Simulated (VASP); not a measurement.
Input of a VASP 6.6.1 run:

Contents of INCAR:

```
ALGO = Normal
EDIFF = 1E-7
ENCUT = 520
GGA = PE
ISIF = 2
ISMEAR = -1
LASPH = True
LCHARG = False
LREAL = False
LWAVE = False
NBANDS = 13
NELM = 60
PREC = Accurate
SIGMA = 0.1
```

The input KPOINTS:

```
k-points
0
Gamma
  23 23 23
```

File POSCAR:

```
Ru
1.0
    0.0000000000      1.8266235951      1.8266235951
    1.8266235951      0.0000000000      1.8266235951
    1.8266235951      1.8266235951      0.0000000000
Ru
1
Direct
    0.0000000000      0.0000000000      0.0000000000
```

Potentials or basis: VASP PAW PBE potentials, release 64 (Ru_pv).

The run is started by

```sh
$ cat potpaw_PBE.64/Ru_pv/POTCAR > POTCAR
$ mpirun -np 1 vasp_std > vasp.out
```

Question: Estimate the band gap on the k mesh.

Answer: Zero (band 7 reaches 17.47 eV, above the bottom of band 8 at 13.34 eV).

Question: Estimate the pressure.

Answer: 52.9 GPa.
